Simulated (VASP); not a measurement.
Al2Zn2Pb: single point with PBE

Crystal: Al2Zn2Pb.

```
Al Pb Zn
1.0
     0.00000    4.31103    0.00000
     4.31103    0.00000    0.00000
     2.15552    2.15552   -5.53192
Al Pb Zn
2 1 2
Direct
  0.75000 0.25000 0.50000
  0.25000 0.75000 0.50000
  0.00000 0.00000 0.00000
  0.37800 0.37800 0.24400
  0.62200 0.62200 0.75600
```

```yaml
Program: VASP 6.6.1
Task: single point
Functional: PBE
Potentials_or_basis: VASP PAW PBE potentials, release 64 (Al, Pb_d, Zn)
Cutoff: 520 eV
k_mesh: 8 × 8 × 8
Occupations: fermi-dirac, width 0.1 eV
Spin: no spin polarisation
Dipole_correction: no
k_mesh_for_the_DOS: 12 × 12 × 12
Occupations_for_the_DOS: tetrahedron
Further_INCAR_settings: ALGO = Normal; EDIFF = 1e-06
```

```json
{"Valence electrons inside the program's atomic spheres": "Al 0.76; Pb 11.87; Zn 10.83"}
```

Levels at points of the mesh, in eV from the Fermi level:
```tsv
k point	band 18	band 19	band 20	band 21	band 22	band 23	band 24	band 25	band 26
(0.00, 0.00, 0.00)	-4.52	-1.13	-1.13	-1.09	-0.28	-0.18	-0.18	-0.13	2.57
(0.50, 0.00, 0.00)	-5.92	-4.35	-0.88	-0.38	0.23	0.30	1.29	2.16	2.25
(0.50, 0.50, 0.00)	-5.24	-4.95	-4.47	-3.34	-1.14	-0.38	-0.38	0.35	4.69
(0.00, 0.00, 0.50)	-3.26	-2.13	-2.13	-0.30	1.45	1.78	2.50	2.92	2.93
```

Run time: 4.3 min on 1 thread of Intel(R) Xeon(R) Platinum 8259CL CPU @ 2.50GHz (Skylake/Cascade Lake), with other jobs on the host, peak memory 0.53 GiB.

Caveat: spin-orbit coupling is left out, which moves the levels of the heavy elements.
